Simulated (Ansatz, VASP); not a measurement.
**One calculation of HgTe, two programs**

```xyz
2
Lattice="-3.0456 3.0456 1.5594 3.0456 -3.0456 1.5594 3.0456 3.0456 -1.5594" Properties=species:S:1:pos:R:3 pbc="T T T"
Hg    3.0456    0.0000    0.7797
Te    0.0000    0.0000    0.0000
```

Alike in both runs: task relaxation of cell and atoms; functional PBEsol; k mesh 16 × 16 × 16; occupations gaussian, width 0.1 eV; no spin polarisation.

|  | VASP | Ansatz |
| --- | --- | --- |
| version | VASP 6.6.1 | Ansatz 0.2.0 |
| potentials or method | VASP PAW PBE potentials, release 64 (Hg, Te), cutoff 600 eV | scalar-relativistic, plane waves, PAW |
| valence electrons in the cell | 18 | 36 |

```tsv
	VASP	Ansatz	Ansatz less VASP
gap on the k mesh at the Fermi level, each at its own relaxed structure (eV)	none	none	-
relaxed volume (Å³/atom)	26.70	26.62	-0.081
relaxed length of the cell vector where the two differ most in proportion (Å)	4.402	4.398	-0.0042
```

VASP's potentials were made for PBE, not for PBEsol. A gap of «none» marks a metal or a gap that the smearing closes. VASP's potentials hold 18 valence electrons a cell and Ansatz's 36, so a difference there can come from the potentials and not from the codes.

Neither program's run includes spin-orbit coupling.
